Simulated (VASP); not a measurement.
# MgO (P1) in VASP: relaxation of the atoms with PBE

Aim: the relaxation of the atoms of MgO with PBE.

Everything below comes from runs of VASP 6.6.1. Logs are shortened: lines on timing, memory, paths and dates and some standing lists are left out, and cuts for length are marked.

**1. The cell of the first run**

The typed cell holds 32 atoms: a = 7.367 Å, b = 7.367 Å, c = 7.367 Å, α = 109.47°, β = 109.47°, γ = 109.47°.

**2. Relaxation of the atoms, PBE**

INCAR reads:

```
SYSTEM = MgO
PREC = Accurate
ENCUT = 520
EDIFF = 1E-6
ISMEAR = 0
SIGMA = 0.02
LREAL = Auto
LASPH = .True.
NELM = 60
ALGO = Normal
ISIF = 2
LWAVE = .False.
LCHARG = .False.
GGA = PE
IBRION = 2
NSW = 45
EDIFFG = -0.03
KPAR = 2
```

KPOINTS reads:

```
Automatic mesh
0
Gamma
  2 2 2
  0.5 0.5 0.5
```

POSCAR reads:

```
MgO
1.0
    4.2535896649     -4.2535896649      4.2535896649
   -4.2535896649      4.2535896649      4.2535896649
   -4.2535896649     -4.2535896649     -4.2535896649
Mg O
16 16
Direct
    0.2414850538      0.7468694459      0.0031523556
    0.4959702234      0.7516128699      0.7462619806
    0.7401578547      0.7453826779      0.4833098299
   -0.0014752035     -0.0095603381      0.9979924526
    0.2544812471     -0.0015537183      0.7548766796
    0.0010604075      0.7564920493      0.2433887082
    0.7613102565      0.2478752590      0.0023592622
    0.5002020662      0.0015620558      0.4997107980
    0.7483190554     -0.0036258043      0.2584513278
    0.0055976419      0.2596861083      0.7524580420
    0.5109291741      0.5092644393      0.0058009183
    0.2568701528      0.2573600918      0.4888772825
    0.7433209856      0.4951223853      0.7461564920
    0.4973129188      0.2494976040      0.2532069600
    0.0025751893      0.5143444192      0.4963359308
    0.2431417962      0.5080723367      0.2535753145
    0.2523338913     -0.0028115468      0.2458145673
    0.4901644804      0.0009098562      0.0002815258
    0.7545493967      0.0020220151      0.7524828746
    0.0059924659      0.2426385252      0.2397567644
    0.2627301428      0.2534368134      0.0000901648
    0.0036502220      0.0005334828      0.4981038284
    0.7459298630      0.5015844196      0.2468752723
    0.4972251324      0.2575580421      0.7523527075
    0.7518737256      0.2518339277      0.5000158283
    0.0004075368      0.4992077719      0.0018319290
    0.4948645502      0.7505959678      0.2383459875
    0.2495259202      0.5059598066      0.7586105392
    0.7521959705      0.7555875268      0.0034273153
    0.4906130966      0.5035678194      0.4955045578
   -0.0072695620      0.7494593829      0.7500041389
    0.2482635766      0.7483149762      0.4966899793
```

Potentials or basis: VASP PAW PBE potentials, release 64 (Mg, O).

Started as:

```console
$ cat potpaw_PBE.64/Mg/POTCAR potpaw_PBE.64/O/POTCAR > POTCAR
$ mpirun -np 2 vasp_std > vasp.out
```

OUTCAR:

```text
SYSTEM = MgO
   PREC = Accurate
   ENCUT = 520
   EDIFF = 1E-6
   ISMEAR = 0
   LREAL = Auto
   LASPH = .True.
   NELM = 60
   ISIF = 2
   GGA = PE
   IBRION = 2
   NSW = 45
   EDIFFG = -0.03

 ion  position               nearest neighbor table
   1  0.241  0.747  0.003-  17 2.05  27 2.07  26 2.07  28 2.10  31 2.15  18 2.15   6 2.89   4 2.93
                            10 2.93  16 2.94   8 2.99  13 3.00   5 3.01  14 3.02   9 3.05  15 3.05
   2  0.496  0.752  0.746-  30 2.10  32 2.10  19 2.14  28 2.15  18 2.17  29 2.17   5 2.94  16 2.96
                            15 2.97  12 2.98   8 2.99   7 2.99  11 3.02   4 3.02  13 3.03   3 3.05
   3  0.740  0.745  0.483-  23 2.07  27 2.11  30 2.14  22 2.15  19 2.18  31 2.19   9 2.86  11 2.87
                            15 2.97  14 2.99   8 2.99  16 2.99   6 3.01   2 3.05  13 3.09  10 3.10
   4  0.999  0.990  0.998-  31 2.06  20 2.07  29 2.07  17 2.11  19 2.13  21 2.23   6 2.88   1 2.93
                            12 2.96   7 2.98  13 2.98  14 3.00   5 3.00   2 3.02   9 3.07   3 3.10
   5  0.254  0.998  0.755-  18 2.04  21 2.09  32 2.14  24 2.15  31 2.15  22 2.17  15 2.91   2 2.94
                            14 3.00   4 3.00   1 3.01   8 3.01   7 3.05  10 3.07  11 3.07   6 3.08
   6  0.001  0.756  0.243-  29 2.08  17 2.08  22 2.11  26 2.12  32 2.16  23 2.18   4 2.88   1 2.89
                            11 2.95  16 2.95   9 2.97  15 2.98  13 2.99   8 3.00  12 3.01   3 3.01
   7  0.761  0.248  0.002-  20 2.07  19 2.08  26 2.09  23 2.19  18 2.20  24 2.23  16 2.90  10 2.97
                            15 2.98   4 2.98   2 2.99   8 3.03  13 3.03   5 3.05   9 3.06   6 3.06
   8  0.500  0.002  0.500-  17 2.12  25 2.13  32 2.14  19 2.16  27 2.16  24 2.18   9 2.94  13 2.97
                            16 2.97  14 2.97   3 2.99   2 2.99   1 2.99   6 3.00  12 3.00   5 3.01
   9  0.748  0.996  0.258-  27 2.04  22 2.09  25 2.10  29 2.13  18 2.22  20 2.23   3 2.86  11 2.93
[... 17 lines left out ...]
  19  0.755  0.002  0.752-   7 2.08   4 2.13   2 2.14   8 2.16  10 2.16   3 2.18
  20  0.006  0.243  0.240-  12 2.07   4 2.07   7 2.07  16 2.09   9 2.23  15 2.26
  21  0.263  0.253  0.000-   5 2.09  14 2.09  11 2.12  10 2.17   4 2.23  16 2.25
  22  0.004  0.001  0.498-   9 2.09   6 2.11   3 2.15   5 2.17  10 2.18  12 2.21
[... 8 lines left out ...]
  31  0.993  0.749  0.750-   4 2.06  15 2.12  13 2.13   1 2.15   5 2.15   3 2.19
  32  0.248  0.748  0.497-  16 2.03  15 2.04   2 2.10   8 2.14   5 2.14   6 2.16

  LATTYP: Found a body centered cubic cell.
 ALAT       =     8.5071793298

  Lattice vectors:

 A1 = (   4.2535896649,  -4.2535896649,   4.2535896649)
 A2 = (  -4.2535896649,   4.2535896649,   4.2535896649)
 A3 = (  -4.2535896649,  -4.2535896649,  -4.2535896649)

Analysis of symmetry for initial positions (statically):
=====================================================================
 Subroutine PRICEL returns:
 Original cell was already a primitive cell.

 Routine SETGRP: Setting up the symmetry group for a
 body centered cubic supercell.

 Subroutine GETGRP returns: Found  1 space group operations
 (whereof  1 operations were pure point group operations)
 out of a pool of 48 trial point group operations.

The static configuration has the point symmetry C_1 .

[... 173 lines left out ...]
  Fermi-wavevector in a.u.,A,eV,Ry     =   1.221901  2.309057 20.314059  1.493041
  Thomas-Fermi vector in A             =   2.357067
   LORBIT       =      0    0 simple, 1 ext, 2 COOP (PROOUT), +10 PAW based schemes
   GGA     = PE    functional components
   LHFCALC =     F    Hartree Fock is set to
   AEXX    =    0.0000 exact exchange contribution
   IVDW    =     0    specifies the selected vdW correction
   LEPSILON=     F    determine dielectric tensor
   LRPA    =     F    only Hartree local field effects (RPA)
 conjugate gradient relaxation of ions
 non-spin polarized calculation
 Gauss-broadening in eV      SIGMA  =   0.02
  energy-cutoff  :      520.00
  volume of cell :      307.84
 maximum number of plane-waves:      8280
 NGX is ok and might be reduce to    54
   NGX = 27   NGY = 27   NGZ = 27

--------------------------------------- Ionic step        1  -------------------------------------------

 number of electron     128.0000003 magnetization

 Free energy of the ion-electron system (eV)
  ---------------------------------------------------
  ext. energy  EPLUGINS =         0.00000000
  ---------------------------------------------------
  free energy    TOTEN  =      -189.80227126 eV

  energy without entropy =     -189.80227126  energy(sigma->0) =     -189.80227126

------------------------ aborting loop because EDIFF is reached ----------------------------------------

  FORCE on cell =-STRESS in cart. coord.  units (eV):
  Direction    XX          YY          ZZ          XY          YZ          ZX
  --------------------------------------------------------------------------------------
  -------------------------------------------------------------------------------------
  Total        0.5258151      0.0995787      0.5528596      0.0603599     -0.0100848     -0.1345623
  in kB        2.7366352      0.5182630      2.8773894      0.3141464     -0.0524869     -0.7003370
  external PRESSURE =       2.0440959 kB  Pullay stress =       0.0000000 kB
[... 449 lines left out ...]
--------------------------------------- Ionic step        8  -------------------------------------------

 number of electron     128.0000025 magnetization

 Free energy of the ion-electron system (eV)
  ---------------------------------------------------
  ext. energy  EPLUGINS =         0.00000000
  ---------------------------------------------------
  free energy    TOTEN  =      -190.60031407 eV

  energy without entropy =     -190.60031407  energy(sigma->0) =     -190.60031407

 E-fermi :   2.8909     XC(G=0): -10.9402

 val. band max:        2.7450297289   @ k =  -0.2500   0.2500   0.2500
 cond. band min:       8.6270304838   @ k =   0.2500  -0.2500   0.2500
 fundamental gap:      5.8820007550
 Fermi energy:         2.8908989640

 k-point     1 :       0.2500    0.2500    0.2500
  band No.  band energies     occupation
      1     -13.5915      2.00000
      2     -13.5908      2.00000
      3     -13.5891      2.00000
      4     -13.5882      2.00000
      5     -12.8248      2.00000
      6     -12.8239      2.00000
[... 305 lines left out ...]
     75      12.5576      0.00000
     76      12.8832      0.00000
 [bands above 76 left out]

------------------------ aborting loop because EDIFF is reached ----------------------------------------

  FORCE on cell =-STRESS in cart. coord.  units (eV):
  Direction    XX          YY          ZZ          XY          YZ          ZX
  --------------------------------------------------------------------------------------
  -------------------------------------------------------------------------------------
  Total       -1.4140877     -1.3612797     -1.3775985     -0.0064340      0.0243437     -0.0062964
  in kB       -7.3597009     -7.0848583     -7.1697906     -0.0334859      0.1266980     -0.0327698
  external PRESSURE =      -7.2047833 kB  Pullay stress =       0.0000000 kB
[... 47 lines left out ...]
  FREE ENERGIE OF THE ION-ELECTRON SYSTEM (eV)
  ---------------------------------------------------
  free  energy   TOTEN  =      -190.6003140711 eV

  energy  without entropy=     -190.6003140711  energy(sigma->0) =     -190.60031407

 reached required accuracy - stopping structural energy minimisation
```

OSZICAR:

```text
N       E                     dE             d eps       ncg     rms          rms(c)
DAV:   1     0.732876259052E+03    0.73288E+03   -0.63808E+04   664   0.144E+03
DAV:   2    -0.160574083002E+03   -0.89345E+03   -0.87047E+03   828   0.304E+02
DAV:   3    -0.214484833712E+03   -0.53911E+02   -0.53672E+02   776   0.814E+01
[... 85 lines left out ...]
DAV:   3    -0.190600363379E+03    0.71646E-04   -0.12482E-04   784   0.525E-02    0.389E-02
DAV:   4    -0.190600319702E+03    0.43677E-04   -0.27279E-04   752   0.740E-02    0.195E-02
DAV:   5    -0.190600316710E+03    0.29915E-05   -0.38497E-05   784   0.308E-02    0.163E-02
DAV:   6    -0.190600313759E+03    0.29510E-05   -0.45340E-05   776   0.341E-02    0.541E-03
DAV:   7    -0.190600314071E+03   -0.31183E-06   -0.61977E-06   608   0.102E-02
   8 F= -.19060031E+03 E0= -.19060031E+03  d E =-.140902E-02
```

CONTCAR:

```text
MgO
   1.00000000000000
     4.2535896648999998   -4.2535896648999998    4.2535896648999998
    -4.2535896648999998    4.2535896648999998    4.2535896648999998
    -4.2535896648999998   -4.2535896648999998   -4.2535896648999998
  Mg              O
    16    16
Direct
     0.2500217459630643    0.7515951498950577    0.9992043334513564
     0.4994646527012901    0.7515018542401830    0.7490047418481074
     0.7495839372694608    0.7514567058704840    0.4990320434842008
     0.9997418418933196    0.0012109046281475    0.9986496868642936
     0.2499139702278843    0.0017943682793546    0.7489084047880639
     0.9999146748353204    0.7515314584390860    0.2492565203666353
[... 24 lines left out ...]
     0.9996733753677944    0.7515261245249224    0.7489676968779987
     0.2497976481314932    0.7517384838513483    0.4991734515220624

  0.00000000E+00  0.00000000E+00  0.00000000E+00
  0.00000000E+00  0.00000000E+00  0.00000000E+00
  0.00000000E+00  0.00000000E+00  0.00000000E+00
  0.00000000E+00  0.00000000E+00  0.00000000E+00
  0.00000000E+00  0.00000000E+00  0.00000000E+00
  0.00000000E+00  0.00000000E+00  0.00000000E+00
[... 24 lines left out ...]
  0.00000000E+00  0.00000000E+00  0.00000000E+00
  0.00000000E+00  0.00000000E+00  0.00000000E+00
```

Wall time 5.4 min (2 MPI ranks of AMD EPYC 9R45 (Zen 5), shared host); peak memory 0.47 GiB.

Results:

- Free energy: -190.6003 eV
- Energy gained by relaxing: 24.9 meV/atom
- Ionic steps: 8
- Pressure after relaxing: -0.7 GPa
- Largest force after relaxing: 0.024 eV/Å
- Band gap on the k mesh: 5.88 eV

Forces on the atoms (eV/Å):
```
Mg   0.005  0.011 -0.007
Mg   0.012 -0.011  0.014
Mg   0.003 -0.001  0.009
Mg  -0.016  0.004 -0.002
Mg   0.002  0.001 -0.007
Mg   0.007  0.014  0.010
Mg   0.001 -0.008 -0.012
Mg   0.000 -0.003 -0.001
Mg  -0.004 -0.003  0.013
Mg   0.004 -0.003 -0.003
Mg  -0.004  0.014 -0.006
Mg  -0.009 -0.015 -0.005
Mg   0.000  0.006  0.012
Mg  -0.017 -0.013  0.000
Mg   0.018  0.004 -0.006
Mg  -0.002  0.013  0.001
O   -0.001 -0.017  0.001
O    0.002  0.011 -0.007
O    0.008  0.007  0.000
O    0.010 -0.004 -0.004
O   -0.006 -0.006 -0.002
O    0.007 -0.023 -0.005
O    0.000  0.002 -0.003
O   -0.008  0.000 -0.012
O    0.007  0.002 -0.001
O   -0.011  0.014 -0.006
O    0.000  0.006  0.002
O   -0.011 -0.006  0.000
O   -0.001  0.007 -0.001
O   -0.007 -0.001  0.020
O    0.007 -0.003  0.006
O    0.007  0.000  0.005
```

The path:
```
step  energy change (eV)  largest force (eV/Å)  pressure (GPa)
   1              0.0000                1.4393            0.20
   2             -0.6351                0.4962           -0.49
   3             -0.6601                0.5308           -0.54
   4             -0.7655                0.2658           -0.67
   5             -0.7825                0.1647           -0.69
   6             -0.7935                0.0996           -0.71
   7             -0.7966                0.0741           -0.72
   8             -0.7980                0.0244           -0.72
```

Final structure:
```yaml
crystal:
  lattice:
    - [4.25359, -4.25359, 4.25359]
    - [-4.25359, 4.25359, 4.25359]
    - [-4.25359, -4.25359, -4.25359]
  atoms:
    - { symbol: Mg, position: [0.25002, 0.75160, 0.99920] }
    - { symbol: Mg, position: [0.49946, 0.75150, 0.74900] }
    - { symbol: Mg, position: [0.74958, 0.75146, 0.49903] }
    - { symbol: Mg, position: [0.99974, 0.00121, 0.99865] }
    - { symbol: Mg, position: [0.24991, 0.00179, 0.74891] }
    - { symbol: Mg, position: [0.99991, 0.75153, 0.24926] }
    - { symbol: Mg, position: [0.75015, 0.25171, 0.99897] }
    - { symbol: Mg, position: [0.49985, 0.00162, 0.49894] }
    - { symbol: Mg, position: [0.74975, 0.00142, 0.24891] }
    - { symbol: Mg, position: [0.99991, 0.25166, 0.74890] }
    - { symbol: Mg, position: [0.50014, 0.50155, 0.99898] }
    - { symbol: Mg, position: [0.24953, 0.25147, 0.49841] }
    - { symbol: Mg, position: [0.74968, 0.50133, 0.74898] }
    - { symbol: Mg, position: [0.49970, 0.25129, 0.24850] }
    - { symbol: Mg, position: [0.99984, 0.50186, 0.49928] }
    - { symbol: Mg, position: [0.24996, 0.50140, 0.24905] }
    - { symbol: O, position: [0.24957, 0.00139, 0.24862] }
    - { symbol: O, position: [0.50003, 0.00160, 0.99913] }
    - { symbol: O, position: [0.74985, 0.00150, 0.74912] }
    - { symbol: O, position: [0.99981, 0.25172, 0.24896] }
    - { symbol: O, position: [0.24989, 0.25142, 0.99865] }
    - { symbol: O, position: [0.99960, 0.00172, 0.49873] }
    - { symbol: O, position: [0.74991, 0.50160, 0.24903] }
    - { symbol: O, position: [0.50001, 0.25156, 0.74882] }
    - { symbol: O, position: [0.74980, 0.25161, 0.49905] }
    - { symbol: O, position: [0.00021, 0.50149, 0.99912] }
    - { symbol: O, position: [0.49989, 0.75147, 0.24914] }
    - { symbol: O, position: [0.24981, 0.50153, 0.74884] }
    - { symbol: O, position: [0.74985, 0.75136, 0.99902] }
    - { symbol: O, position: [0.49947, 0.50115, 0.49877] }
    - { symbol: O, position: [0.99967, 0.75153, 0.74897] }
    - { symbol: O, position: [0.24980, 0.75174, 0.49917] }
```

Levels at points of the mesh, in eV from the valence-band top:
| k point | band 61 | band 62 | band 63 | band 64 | band 65 | band 66 | band 67 | band 68 |
| --- | --- | --- | --- | --- | --- | --- | --- | --- |
| (0.25, 0.25, 0.25) | -0.10 | -0.10 | -0.10 | -0.10 | 7.04 | 7.04 | 7.05 | 7.05 |

Caveat: a shifted mesh leaves out Γ, where band edges can lie.
